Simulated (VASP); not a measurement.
# InSe in VASP: a series of runs

InSe is run at these levels: PBEsol, PBE; tasks: single point.

Everything below comes from runs of VASP 6.6.1. Logs are shortened: lines on timing, memory, paths and dates and some standing lists are left out, and cuts for length are marked.

## Step 1: The cell of the first run

The typed cell holds 2 atoms: a = 3.632 Å, b = 3.632 Å, c = 3.632 Å, α = 90.00°, β = 90.00°, γ = 90.00°.

## Step 2: Single point, PBEsol

Input file INCAR:

```
SYSTEM = InSe
PREC = Accurate ; ENCUT = 520
EDIFF = 1E-6 ; ISMEAR = -1
SIGMA = 0.005 ; LREAL = .False.
LASPH = .True. ; NELM = 60
ALGO = Normal ; ISIF = 2
LWAVE = .False. ; LCHARG = .True.
GGA = PS ; LELF = .True.
LVHAR = .True. ; NBANDS = 16
```

Input file KPOINTS:

```
Automatic mesh
0
Gamma
  5 5 5
  0 0 0
```

Input file POSCAR:

```
InSe
1.0
    3.6320400000      0.0000000000      0.0000000000
    0.0000000000      3.6320400000      0.0000000000
    0.0000000000      0.0000000000      3.6320400000
In Se
1 1
Direct
    0.4958860000      0.4953830000      0.4960430000
   -0.0059760000     -0.0016720000     -0.0102530000
```

Potentials or basis: VASP PAW PBE potentials, release 64 (In_d, Se).

Command:

```bash
$ cat potpaw_PBE.64/In_d/POTCAR potpaw_PBE.64/Se/POTCAR > POTCAR
$ mpirun -np 1 vasp_std > vasp.out
```

OUTCAR:

```text
SYSTEM = InSe
   PREC = Accurate
   ENCUT = 520
   EDIFF = 1E-6
   ISMEAR = -1
   LREAL = .False.
   LASPH = .True.
   NELM = 60
   ISIF = 2
   GGA = PS

 ion  position               nearest neighbor table
   1  0.496  0.495  0.496-   2 3.12   2 3.13   2 3.13   2 3.14   2 3.15   2 3.16   2 3.16   2 3.17

   2  0.994  0.998  0.990-   1 3.12   1 3.13   1 3.13   1 3.14   1 3.15   1 3.16   1 3.16   1 3.17

  LATTYP: Found a simple cubic cell.
 ALAT       =     3.6320400000

  Lattice vectors:

 A1 = (   3.6320400000,   0.0000000000,   0.0000000000)
 A2 = (   0.0000000000,   3.6320400000,   0.0000000000)
 A3 = (   0.0000000000,   0.0000000000,   3.6320400000)

Analysis of symmetry for initial positions (statically):
=====================================================================
 Subroutine PRICEL returns:
 Original cell was already a primitive cell.

 Routine SETGRP: Setting up the symmetry group for a
 simple cubic supercell.

 Subroutine GETGRP returns: Found  1 space group operations
 (whereof  1 operations were pure point group operations)
 out of a pool of 48 trial point group operations.

The static configuration has the point symmetry C_1 .

Analysis of symmetry for dynamics (positions and initial velocities):
=====================================================================
 Subroutine PRICEL returns:
 Original cell was already a primitive cell.

 Routine SETGRP: Setting up the symmetry group for a
 simple cubic supercell.

 Subroutine GETGRP returns: Found  1 space group operations
 (whereof  1 operations were pure point group operations)
 out of a pool of 48 trial point group operations.

The dynamic configuration has the point symmetry C_1 .

 Subroutine INISYM returns: Found  1 space group operations
 (whereof  1 operations are pure point group operations),
 and found     1 'primitive' translations

----------------------------------------------------------------------------------------

                                     Primitive cell

  volume of cell :      47.9128

  direct lattice vectors                    reciprocal lattice vectors
     3.632040000  0.000000000  0.000000000     0.275327364  0.000000000  0.000000000
     0.000000000  3.632040000  0.000000000     0.000000000  0.275327364  0.000000000
     0.000000000  0.000000000  3.632040000     0.000000000  0.000000000  0.275327364

  length of vectors
     3.632040000  3.632040000  3.632040000     0.275327364  0.275327364  0.275327364

  position of ions in fractional coordinates (direct lattice)
     0.495886000  0.495383000  0.496043000
     0.994024000  0.998328000  0.989747000

  ion indices of the primitive-cell ions
   primitive index   ion index
                 1           1
                 2           2

----------------------------------------------------------------------------------------

 KPOINTS: Automatic mesh

Automatic generation of k-mesh.
 Grid dimensions read from file:
 generate k-points for:    5    5    5

 Generating k-lattice:

  Cartesian coordinates                     Fractional coordinates (reciprocal lattice)
     0.055065473  0.000000000  0.000000000     0.200000000  0.000000000  0.000000000
     0.000000000  0.055065473  0.000000000     0.000000000  0.200000000  0.000000000
     0.000000000  0.000000000  0.055065473     0.000000000  0.000000000  0.200000000

  Length of vectors
     0.055065473  0.055065473  0.055065473

  Shift w.r.t. Gamma in fractional coordinates (k-lattice)
     0.000000000  0.000000000  0.000000000

 Subroutine IBZKPT returns following result:
 ===========================================

 Found     63 irreducible k-points:

 Following reciprocal coordinates:
            Coordinates               Weight
  0.000000  0.000000  0.000000      1.000000
  0.200000  0.000000  0.000000      2.000000
  0.000000  0.200000  0.000000      2.000000
  0.000000  0.000000  0.200000      2.000000
  0.400000  0.000000  0.000000      2.000000
  0.000000  0.400000  0.000000      2.000000
[... 16 lines left out ...]
  0.000000 -0.200000  0.400000      2.000000
  0.400000 -0.200000  0.000000      2.000000
 [... further k-points ...]
   k-points           NKPTS =     63   k-points in BZ     NKDIM =     63   number of bands    NBANDS=     16
   number of dos      NEDOS =    301   number of ions     NIONS =      2
   total plane-waves  NPLWV =  21952
   dimension x,y,z NGX =    28 NGY =   28 NGZ =   28
   dimension x,y,z NGXF=    56 NGYF=   56 NGZF=   56
   ions per type =               1   1
   NGX,Y,Z   is equivalent  to a cutoff of  12.82, 12.82, 12.82 a.u.
   NGXF,Y,Z  is equivalent  to a cutoff of  25.63, 25.63, 25.63 a.u.
 SYSTEM =  InSe
   PREC   = accura    normal or accurate (medium, high low for compatibility)
   ISTART =      0    job   : 0-new  1-cont  2-samecut
   ICHARG =      2    charge: 1-file 2-atom 10-const
   ISPIN  =      1    spin polarized calculation?
   LNONCOLLINEAR =      F non collinear calculations
   LSORBIT =      F    spin-orbit coupling
   LASPH  =      T    aspherical Exc in radial PAW
   ENCUT  =  520.0 eV  38.22 Ry    6.18 a.u.   6.75  6.75  6.75*2*pi/ulx,y,z
   NELM   =     60;   NELMIN=  2; NELMDL= -5     # of ELM steps
   EDIFF  = 0.1E-05   stopping-criterion for ELM
   LREAL  =      F    real-space projection
   EDIFFG = 0.1E-04   stopping-criterion for IOM
   NSW    =      0    number of steps for IOM
   IBRION =     -1    ionic relax: 0-MD 1-quasi-New 2-CG
   NFREE  =      0    steps in history (QN), initial steepest desc. (CG)
   ISIF   =      2    stress and relaxation
   ISYM   =      2    0-nonsym 1-usesym 2-fastsym
   POTIM  = 0.5000    time-step for ionic-motion
   TEBEG  =    0.0;   TEEND  =   0.0 temperature during run
   PSTRESS=    0.0 pullay stress
   NELECT =      19.0000    total number of electrons
   NUPDOWN=      -1.0000    fix difference up-down
   EMIN   =  10.00;   EMAX   =-10.00  energy-range for DOS
   EFERMI =   0.00;   METHOD = LEGACY
   ISMEAR =    -1;   SIGMA  =   0.01  broadening in eV -4-tet -1-fermi 0-gaus
   EFERMI_NEDOS =   21; number of points for ismear=-14 and -15
   IALGO  =     38    algorithm
   IMIX   =      4    mixing-type and parameters
     AMIX     =   0.40;   BMIX     =  1.00
     AMIX_MAG =   1.60;   BMIX_MAG =  1.00
  volume/ion in A,a.u.               =      23.96       161.67
  Fermi-wavevector in a.u.,A,eV,Ry     =   1.202750  2.272868 19.682295  1.446608
  Thomas-Fermi vector in A             =   2.338523
   LORBIT       =      0    0 simple, 1 ext, 2 COOP (PROOUT), +10 PAW based schemes
   GGA     = PS    functional components
   LHFCALC =     F    Hartree Fock is set to
   AEXX    =    0.0000 exact exchange contribution
   IVDW    =     0    specifies the selected vdW correction
   LEPSILON=     F    determine dielectric tensor
   LRPA    =     F    only Hartree local field effects (RPA)
 non-spin polarized calculation
  energy-cutoff  :      520.00
  volume of cell :       47.91
 maximum number of plane-waves:      1309
   NGX = 13   NGY = 13   NGZ = 13

 number of electron      18.9999999 magnetization

 Free energy of the ion-electron system (eV)
  ---------------------------------------------------
  ext. energy  EPLUGINS =         0.00000000
  ---------------------------------------------------
  free energy    TOTEN  =        -7.15004736 eV

  energy without entropy =       -7.14871834  energy(sigma->0) =       -7.14938285

 E-fermi :   5.9125     XC(G=0): -10.3510

 val. band max:        5.7552812762   @ k =  -0.4000   0.4000   0.0000
 cond. band min:       5.9127141072   @ k =   0.4000  -0.2000   0.2000
 fundamental gap:      0.1574328310
 Fermi energy:         5.9124878868

 k-point     1 :       0.0000    0.0000    0.0000
  band No.  band energies     occupation
      1      -8.6210      2.00000
      2      -8.6209      2.00000
      3      -8.4431      2.00000
      4      -8.4431      2.00000
      5      -8.4431      2.00000
      6      -7.7087      2.00000
[... 8 lines left out ...]
     15      13.9948      0.00000
     16      19.2835      0.00000

 k-point     2 :       0.2000    0.0000    0.0000
  band No.  band energies     occupation
      1      -8.6170      2.00000
      2      -8.5729      2.00000
      3      -8.4647      2.00000
      4      -8.4646      2.00000
      5      -8.4412      2.00000
      6      -7.4495      2.00000
[... 8 lines left out ...]
     15      14.0382      0.00000
     16      17.6374      0.00000

 k-point     3 :       0.0000    0.2000    0.0000
  band No.  band energies     occupation
      1      -8.6170      2.00000
      2      -8.5729      2.00000
      3      -8.4647      2.00000
      4      -8.4646      2.00000
      5      -8.4412      2.00000
      6      -7.4495      2.00000
[... 8 lines left out ...]
     15      14.0385      0.00000
     16      17.6376      0.00000

 k-point     4 :       0.0000    0.0000    0.2000
  band No.  band energies     occupation
      1      -8.6169      2.00000
      2      -8.5730      2.00000
      3      -8.4647      2.00000
      4      -8.4647      2.00000
      5      -8.4411      2.00000
      6      -7.4496      2.00000
[... 8 lines left out ...]
     15      14.0405      0.00000
     16      17.6385      0.00000

 k-point     5 :       0.4000    0.0000    0.0000
  band No.  band energies     occupation
      1      -8.6104      2.00000
      2      -8.4993      2.00000
      3      -8.4991      2.00000
      4      -8.4961      2.00000
      5      -8.4381      2.00000
      6      -6.9275      2.00000
[... 8 lines left out ...]
     15      15.1099      0.00000
     16      18.3030      0.00000

 k-point     6 :       0.0000    0.4000    0.0000
  band No.  band energies     occupation
      1      -8.6104      2.00000
      2      -8.4993      2.00000
      3      -8.4991      2.00000
      4      -8.4961      2.00000
      5      -8.4380      2.00000
      6      -6.9275      2.00000
[... 8 lines left out ...]
     15      15.1100      0.00000
     16      18.3032      0.00000

 k-point     7 :       0.0000    0.0000    0.4000
  band No.  band energies     occupation
      1      -8.6104      2.00000
      2      -8.4992      2.00000
      3      -8.4991      2.00000
      4      -8.4963      2.00000
      5      -8.4380      2.00000
      6      -6.9278      2.00000
[... 8 lines left out ...]
     15      15.1110      0.00000
     16      18.3042      0.00000

 k-point     8 :       0.2000    0.2000    0.0000
  band No.  band energies     occupation
      1      -8.5920      2.00000
      2      -8.5437      2.00000
      3      -8.5223      2.00000
      4      -8.4640      2.00000
      5      -8.4591      2.00000
      6      -7.1617      2.00000
[... 8 lines left out ...]
     15      15.1728      0.00000
     16      16.8510      0.00000

 k-point     9 :       0.0000    0.2000    0.2000
  band No.  band energies     occupation
      1      -8.5920      2.00000
      2      -8.5438      2.00000
      3      -8.5222      2.00000
      4      -8.4640      2.00000
      5      -8.4591      2.00000
      6      -7.1618      2.00000
[... 8 lines left out ...]
     15      15.1733      0.00000
     16      16.8878      0.00000
[... 172 lines left out ...]
 k-point    19 :       0.0000    0.2000    0.4000
  band No.  band energies     occupation
      1      -8.5938      2.00000
      2      -8.5784      2.00000
      3      -8.4942      2.00000
      4      -8.4700      2.00000
      5      -8.4564      2.00000
      6      -6.6223      2.00000
[... 8 lines left out ...]
     15      16.8674      0.00000
     16      16.9808      0.00000

 k-point    20 :       0.0000   -0.4000    0.2000
  band No.  band energies     occupation
      1      -8.5938      2.00000
      2      -8.5784      2.00000
      3      -8.4942      2.00000
      4      -8.4699      2.00000
      5      -8.4564      2.00000
      6      -6.6222      2.00000
[... 8 lines left out ...]
     15      16.8673      0.00000
     16      16.9818      0.00000

 k-point    21 :      -0.2000    0.0000    0.4000
  band No.  band energies     occupation
      1      -8.5938      2.00000
      2      -8.5784      2.00000
      3      -8.4942      2.00000
      4      -8.4700      2.00000
      5      -8.4564      2.00000
      6      -6.6223      2.00000
[... 8 lines left out ...]
     15      16.8670      0.00000
     16      16.9807      0.00000

 k-point    22 :       0.4000    0.0000    0.2000
  band No.  band energies     occupation
      1      -8.5938      2.00000
      2      -8.5785      2.00000
      3      -8.4942      2.00000
      4      -8.4699      2.00000
      5      -8.4564      2.00000
      6      -6.6221      2.00000
[... 8 lines left out ...]
     15      16.8671      0.00000
     16      16.9818      0.00000

 k-point    23 :       0.0000   -0.2000    0.4000
  band No.  band energies     occupation
      1      -8.5938      2.00000
      2      -8.5784      2.00000
      3      -8.4942      2.00000
      4      -8.4700      2.00000
      5      -8.4564      2.00000
      6      -6.6224      2.00000
[... 8 lines left out ...]
     15      16.8672      0.00000
     16      16.9808      0.00000

 k-point    24 :       0.4000   -0.2000    0.0000
  band No.  band energies     occupation
      1      -8.5939      2.00000
      2      -8.5785      2.00000
      3      -8.4942      2.00000
      4      -8.4699      2.00000
      5      -8.4564      2.00000
      6      -6.6220      2.00000
[... 8 lines left out ...]
     15      16.8655      0.00000
     16      16.9812      0.00000

 [... further k-points ...]

------------------------ aborting loop because EDIFF is reached ----------------------------------------

  FORCE on cell =-STRESS in cart. coord.  units (eV):
  Direction    XX          YY          ZZ          XY          YZ          ZX
  --------------------------------------------------------------------------------------
  -------------------------------------------------------------------------------------
  Total       -0.8386963     -0.8382764     -0.8349039     -0.0004354     -0.0011788      0.0005362
  in kB      -28.0455161    -28.0314750    -27.9187011     -0.0145605     -0.0394169      0.0179291
  external PRESSURE =     -27.9985641 kB  Pullay stress =       0.0000000 kB

 VOLUME and BASIS-vectors are now :
 -----------------------------------------------------------------------------
  energy-cutoff  :      520.00
  volume of cell :       47.91
      direct lattice vectors                 reciprocal lattice vectors
     3.632040000  0.000000000  0.000000000     0.275327364  0.000000000  0.000000000
     0.000000000  3.632040000  0.000000000     0.000000000  0.275327364  0.000000000
     0.000000000  0.000000000  3.632040000     0.000000000  0.000000000  0.275327364

 POSITION                                       TOTAL-FORCE (eV/Angst)
 -----------------------------------------------------------------------------------
      1.80108      1.79925      1.80165         0.005187     -0.008584      0.017981
      3.61033      3.62597      3.59480        -0.005187      0.008584     -0.017981
 -----------------------------------------------------------------------------------
    total drift:                               -0.000208     -0.000247     -0.000258

  FREE ENERGIE OF THE ION-ELECTRON SYSTEM (eV)
  ---------------------------------------------------
  free  energy   TOTEN  =        -7.1500473647 eV

  energy  without entropy=       -7.1487183378  energy(sigma->0) =       -7.14938285
```

It took 70 s on 1 thread of Intel Xeon 8259CL, shared host; peak memory 0.19 GiB.

What came out:

* Free energy: -7.1500 eV
* Pressure: -2.8 GPa
* Largest force: 0.021 eV/Å
* Band gap on the k mesh: zero (an odd number of electrons rules out a gap without spin polarisation)

Forces in eV/Å, atoms in the order of the input:
```
In   0.005 -0.009  0.018
Se  -0.005  0.009 -0.018
```

Caveat: the PAW data sets were made with another functional, which shifts forces and pressure a little; spin-orbit coupling is left out, which moves the levels of the heavy elements.

## Step 3: Single point, PBE

Input file INCAR:

```
  PREC = Accurate
  ENCUT = 520
  EDIFF = 1E-7
  ISMEAR = -1
  SIGMA = 0.05
  LREAL = F
  LASPH = T
  NELM = 80
  ALGO = Normal
  ISIF = 2
  LWAVE = F
  LCHARG = T
  GGA = PE
  LELF = T
  LVHAR = T
  NBANDS = 16
```

Input file KPOINTS:

```
regular mesh
0
Gamma
  12 12 12
```

Input file POSCAR:

```
InSe
1.0
    3.6320400000      0.0000000000      0.0000000000
    0.0000000000      3.6320400000      0.0000000000
    0.0000000000      0.0000000000      3.6320400000
In Se
1 1
Direct
    0.5000000000      0.5000000000      0.5000000000
    0.0000000000      0.0000000000      0.0000000000
```

Potentials or basis: VASP PAW PBE potentials, release 64 (In_d, Se).

Command:

```bash
$ cat potpaw_PBE.64/In_d/POTCAR potpaw_PBE.64/Se/POTCAR > POTCAR
$ mpirun -np 1 vasp_std > vasp.out
```

Run time: 92 s. Hardware: 1 thread of Intel Xeon 8259CL, shared host; peak memory 0.2 GiB.

Results (log left out):

* Free energy: -6.4531 eV
* Pressure: 0.1 GPa
* Band gap on the k mesh: zero (an odd number of electrons rules out a gap without spin polarisation)

Levels at points of the mesh, in eV from the Fermi level:
```
           k point  band 7  band 8  band 9  band 10  band 11  band 12  band 13  band 14
(0.00, 0.00, 0.00)   -3.39   -1.31   -1.31    -1.31     5.38     5.38     8.44     8.44
(0.50, 0.00, 0.00)   -6.77   -0.20   -0.20     1.53     2.21     5.15     5.15     6.86
(0.50, 0.50, 0.00)   -4.39   -4.39   -3.38     0.12     5.74     5.74     7.38     7.56
(0.50, 0.50, 0.50)   -2.56   -2.56   -2.56    -1.13     0.49     0.49     0.49    15.35
```

Caveat: spin-orbit coupling is left out, which moves the levels of the heavy elements.

## Step 4: Single point, PBEsol

Input file INCAR:

```
SYSTEM = InSe
PREC = Accurate ; ENCUT = 520
EDIFF = 1E-6 ; ISMEAR = 0
SIGMA = 0.05 ; LREAL = .False.
LASPH = .True. ; NELM = 60
ALGO = Normal ; ISIF = 2
LWAVE = .False. ; LCHARG = .False.
GGA = PS ; NBANDS = 16
```

Input file KPOINTS:

```
regular mesh
0
Gamma
  8 8 8
  0 0 0
```

Input file POSCAR:

```
InSe
1.0
    3.6320400000      0.0000000000      0.0000000000
    0.0000000000      3.6320400000      0.0000000000
    0.0000000000      0.0000000000      3.6320400000
In Se
1 1
Direct
    0.4958860000      0.4953830000      0.4960430000
   -0.0059760000     -0.0016720000     -0.0102530000
```

Command:

```bash
$ cat potpaw_PBE.64/In_d/POTCAR potpaw_PBE.64/Se/POTCAR > POTCAR
$ mpirun -np 1 vasp_std > vasp.out
```

It took 4.4 min on 1 thread of Intel Xeon 8259CL, shared host; peak memory 0.32 GiB.

The run converged. Its results:

- Free energy: -7.2236 eV
- Pressure: -3.1 GPa
- Largest force: 0.014 eV/Å
- Band gap on the k mesh: zero (an odd number of electrons rules out a gap without spin polarisation)

Forces on the atoms (eV/Å):
```
In   0.004 -0.006  0.012
Se  -0.004  0.006 -0.012
```

Levels at points of the mesh, in eV from the Fermi level:
```
           k point  band 7  band 8  band 9  band 10  band 11  band 12
(0.00, 0.00, 0.00)   -3.57   -1.41   -1.41    -1.41     5.19     5.19
(0.50, 0.00, 0.00)   -6.94   -0.27   -0.27     1.32     2.08     4.97
(0.00, 0.50, 0.00)   -6.94   -0.27   -0.27     1.32     2.08     4.97
(0.00, 0.00, 0.50)   -6.94   -0.27   -0.27     1.32     2.08     4.97
(0.50, 0.50, 0.00)   -4.54   -4.54   -3.58     0.05     5.57     5.57
(0.00, 0.50, 0.50)   -4.54   -4.53   -3.58     0.04     5.57     5.57
(0.50, 0.00, 0.50)   -4.54   -4.53   -3.58     0.05     5.57     5.57
(0.50, 0.50, 0.50)   -2.66   -2.66   -2.66    -1.32     0.28     0.29
```

Caveat: the cell stands under tension; the PAW data sets were made with another functional, which shifts forces and pressure a little; spin-orbit coupling is left out, which moves the levels of the heavy elements.

## Step 5: The runs side by side

| level | cell | k mesh | smearing | gap on the mesh (eV) | pressure (GPa) | largest force (eV/Å) |
| --- | --- | --- | --- | --- | --- | --- |
| PBEsol | as given, atomic positions A | 5 × 5 × 5 | fermi-dirac 0.005 eV | none | -2.8 | 0.02 |
| PBE | as given, atomic positions B | 12 × 12 × 12 | fermi-dirac 0.05 eV | none | 0.1 | - |
| PBEsol | as given, atomic positions A | 8 × 8 × 8 | gaussian 0.05 eV | none | -3.1 | 0.01 |

Alike in all rows: task single point; potentials or basis VASP PAW PBE potentials, release 64 (In_d, Se); no spin polarisation; cutoff (eV) 520.

The pressure there spans -3.1 GPa (PBEsol) to 0.1 GPa (PBE); a positive pressure means that this level wants a larger cell, a negative one a smaller.

Caveats: spin-orbit coupling is left out, which moves the levels of the heavy elements; the PAW data sets were made with another functional, which shifts forces and pressure a little (at least some runs); the cell stands under tension (at least some runs).

Absolute energies hang on the potentials; compare differences alone.
